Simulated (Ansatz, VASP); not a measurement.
**One calculation of GaN, two programs**

The input INCAR:

```
SYSTEM = GaN
PREC = Accurate ; ENCUT = 520
EDIFF = 1E-7 ; ISMEAR = 0
SIGMA = 0.01 ; LREAL = .False.
LASPH = .True. ; NELM = 80
ALGO = Normal ; ISIF = 2
LWAVE = .False. ; LCHARG = .False.
GGA = PE ; NBANDS = 26
```

KPOINTS

```
Automatic mesh
0
Gamma
  12 12 4
  0 0 0
```

The input POSCAR:

```
GaN
1.0
    3.2423687753      0.0000000000      0.0000000000
   -1.6211843877      2.8079737237      0.0000000000
    0.0000000000      0.0000000000      5.2673198406
Ga N
2 2
Direct
    0.3333333333      0.6666666667      0.0000000000
    0.6666666667      0.3333333333      0.5000000000
    0.3333333333      0.6666666667      0.3750000000
    0.6666666667      0.3333333333      0.8750000000
```

Input for Ansatz:

```yaml
crystal:
  lattice:
    - [3.2423687753026478, 0.0, 0.0]
    - [-1.6211843876513239, 2.807973723735888, 0.0]
    - [0.0, 0.0, 5.26731984063317]
  atoms:
    - { symbol: Ga, position: [0.3333333333333333, 0.6666666666666666, 0.0] }
    - { symbol: Ga, position: [0.6666666666666666, 0.3333333333333333, 0.5] }
    - { symbol: "N", position: [0.3333333333333333, 0.6666666666666666, 0.375] }
    - { symbol: "N", position: [0.6666666666666666, 0.3333333333333333, 0.875] }
basis:
  ecutwfc: 420.0
kpoints:
  mp_grid:
    grid: [12, 12, 4]
hamiltonian:
  xc: pbe
  pseudopotentials:
    kind: paw
scf:
  max_iter: 95
  occupations:
    method: fixed
output:
  stress: true
```

Alike in both runs: task single point; functional PBE; k mesh 12 × 12 × 4; no spin polarisation.

|  | VASP | Ansatz |
| --- | --- | --- |
| version | VASP 6.6.1 | Ansatz 0.2.0 |
| potentials or method | VASP PAW PBE potentials, release 64 (Ga_d, N), cutoff 520 eV | plane waves, PAW |
| occupations | gaussian, width 0.01 eV | fixed |
| valence electrons in the cell | 36 | 36 |

Ansatz gave:

* pressure (GPa): -3.2
* traceless stress, the component that is largest in VASP (GPa): 1.11

Task: Estimate VASP's values.

Result: Pressure (GPa): -3.1; traceless stress, the component that is largest in VASP (GPa): 1.12.
